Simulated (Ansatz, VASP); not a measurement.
## Zr2PdS3: VASP beside Ansatz

```
Zr Pd S
1.0
     3.24316    0.00000    0.00000
     0.00000    3.24316    0.00000
     0.00000    0.00000    9.62922
Zr Pd S
2 1 3
Direct
  0.50000 0.50000 0.31869
  0.50000 0.50000 0.68131
  0.50000 0.50000 0.00000
  0.00000 0.00000 0.81849
  0.00000 0.00000 0.18151
  0.00000 0.00000 0.50000
```

Change from the starting cell: species swapped into the Li3Tl2Cd type (P4/mmm, No. 123).

Alike in both runs: functional PBE; k mesh 12 × 12 × 4; occupations gaussian, width 0.1 eV; no spin polarisation.

Ansatz relaxed the structure, and its values are those at the end. VASP's run is a single point on that final structure, the one shown.

|  | VASP | Ansatz |
| --- | --- | --- |
| version | VASP 6.6.1 | Ansatz 0.2.0 |
| potentials or method | VASP PAW PBE potentials, release 64 (Zr_sv, Pd, S), cutoff 520 eV | scalar-relativistic, plane waves, PAW |
| valence electrons in the cell | 52 | 60 |

```csv
,VASP,Ansatz,Ansatz less VASP
gap on the k mesh at the Fermi level (eV),none,none,-
pressure (GPa),0.0,0.0,+0.04
```

A gap of «none» marks a metal or a gap that the smearing closes. VASP's potentials hold 52 valence electrons a cell and Ansatz's 60, so a difference there can come from the potentials and not from the codes.
